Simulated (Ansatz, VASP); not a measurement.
# Br: VASP beside Ansatz

```
CELL_PARAMETERS angstrom
3.33500 -2.24000 0.00000
3.33500 2.24000 0.00000
0.00000 0.00000 8.72000
ATOMIC_POSITIONS crystal
Br 0.13500 0.86500 0.11000
Br 0.63500 0.36500 0.39000
Br 0.86500 0.13500 0.89000
Br 0.36500 0.63500 0.61000
```

Alike in both runs: task electric field gradients; functional PBE; k mesh 7 × 7 × 3; occupations fermi-dirac, width 0.01 eV; no spin polarisation.

|  | VASP | Ansatz |
| --- | --- | --- |
| version | VASP 6.6.1 | Ansatz 0.2.0 |
| potentials or method | VASP PAW PBE potentials, release 64 (Br) | PAW with Ansatz's default frozen-core files, scalar-relativistic |
| plane-wave cutoff (eV) | 520 | 420 |
| valence electrons in the cell | 28 | 28 |

```csv
,VASP,Ansatz,Ansatz less VASP
gap on the k mesh at the Fermi level (eV),1.90,1.90,-0.001
pressure (GPa),2.9,2.9,-0.03
"traceless stress, the component that is largest in VASP (GPa)",1.95,1.92,-0.029
rms of the force components (eV/Å),0.701,0.693,-0.0077
size of Vzz on the site where it differs most (V/Å²),947.2,982.1,+34.89
```

Atom by atom the forces differ by 0.008 eV/Å (rms over components).
